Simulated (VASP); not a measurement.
Here is a VASP 6.6.1 calculation.

File INCAR:

```
SYSTEM = SnO2
  ALGO = Normal
  EDIFF = 1E-7
  EDIFFG = -0.01
  ENCUT = 600
  GGA = PE
  IBRION = 2
  ISIF = 4
  ISMEAR = 0
  LASPH = .True.
  LCHARG = .False.
  LREAL = .False.
  LWAVE = .False.
  NELM = 60
  NSW = 50
  PREC = Accurate
  SIGMA = 0.02
```

Contents of KPOINTS:

```
k-points
0
Gamma
  6 6 8
  0 0 0
```

POSCAR

```
SnO2
1.0
    4.7786545071      0.0000000000      0.0000000000
    0.0000000000      4.7786545071      0.0000000000
    0.0000000000      0.0000000000      3.2053590838
Sn O
2 4
Direct
    0.0000000000      0.0000000000      0.0000000000
    0.5000000000      0.5000000000      0.5000000000
    0.3065442634      0.3065442634      0.0000000000
    0.1934557366      0.8065442634      0.5000000000
    0.6934557366      0.6934557366      0.0000000000
    0.8065442634      0.1934557366      0.5000000000
```

Potentials or basis: VASP PAW PBE potentials, release 64 (Sn_d, O).

Launch:

```console
$ cat potpaw_PBE.64/Sn_d/POTCAR potpaw_PBE.64/O/POTCAR > POTCAR
$ mpirun -np 1 vasp_std > vasp.out
```

Task: Estimate the band gap on the k mesh.

Result: 0.96 eV, direct.

Forces on the atoms (eV/Å):
```
Sn   0.000  0.000  0.000
Sn   0.000  0.000  0.000
O    0.004  0.004  0.000
O   -0.004  0.004  0.000
O   -0.004 -0.004  0.000
O    0.004 -0.004  0.000
```

Caveat: spin-orbit coupling is left out, which moves the levels of the heavy elements.
